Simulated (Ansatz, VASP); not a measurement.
**One calculation of Hf5C3, two programs**

```
Hf C
1.0
     5.01740    0.00000    0.00000
     0.00000    5.01740    0.00000
     0.00000    0.00000    5.01740
Hf C
5 3
Direct
  0.00000 0.00000 0.00000
  0.00000 0.50000 0.50000
  0.50000 0.00000 0.50000
  0.50000 0.50000 0.00000
  0.50000 0.50000 0.50000
  0.50000 0.00000 0.00000
  0.00000 0.50000 0.00000
  0.00000 0.00000 0.50000
```

Alike in both runs: functional PBE; k mesh 3 × 3 × 3; occupations gaussian, width 0.2 eV; no spin polarisation.

Ansatz relaxed the structure, and its values are those at the end. VASP's run is a single point on that final structure, the one shown.

|  | VASP | Ansatz |
| --- | --- | --- |
| version | VASP 6.6.1 | Ansatz 0.2.0 |
| potentials or method | VASP PAW PBE potentials, release 64 (Hf_pv, C), cutoff 520 eV | scalar-relativistic, plane waves, PAW |
| valence electrons in the cell | 62 | 142 |

```csv
,VASP,Ansatz,Ansatz less VASP
gap on the k mesh at the Fermi level (eV),none,none,-
pressure (GPa),-1.1,-0.3,+0.85
```

A gap of «none» marks a metal or a gap that the smearing closes. VASP's potentials hold 62 valence electrons a cell and Ansatz's 142, so a difference there can come from the potentials and not from the codes.

The k mesh is coarse, so the values compare programs but aren't converged. Spin-orbit coupling is off throughout.
